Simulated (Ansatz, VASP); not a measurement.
One calculation of Ru, two programs

```xyz
2
Lattice="2.7058 0.0000 0.0000 -1.3529 2.3433 0.0000 0.0000 0.0000 4.2819" Properties=species:S:1:pos:R:3 pbc="T T T"
Ru    0.0000    1.5622    1.0705
Ru    1.3529    0.7811    3.2114
```

Alike in both runs: task electric field gradients; functional PBEsol; k mesh 14 × 14 × 8; occupations fermi-dirac, width 0.03 eV; no spin polarisation.

|  | VASP | Ansatz |
| --- | --- | --- |
| version | VASP 6.6.1 | Ansatz 0.2.0 |
| potentials or method | VASP PAW PBE potentials, release 64 (Ru_pv) | PAW with Ansatz's default frozen-core files, scalar-relativistic |
| plane-wave cutoff (eV) | 520 | 420 |
| valence electrons in the cell | 28 | 32 |

Ansatz gave:

| Item | Value |
| --- | --- |
| pressure (GPa) | -6.3 |
| traceless stress, the component that is largest in VASP (GPa) | -1.38 |
| size of Vzz on the site where it differs most (V/Å²) | 9.4 |

**Question.** What did VASP give for the same quantities?

**Answer.** Pressure (GPa): -6.3; traceless stress, the component that is largest in VASP (GPa): -1.37; size of Vzz on the site where it differs most (V/Å²): 13.3.

VASP's potentials were made for PBE, not for PBEsol. VASP's potentials hold 28 valence electrons a cell and Ansatz's 32, so a difference there can come from the potentials and not from the codes.
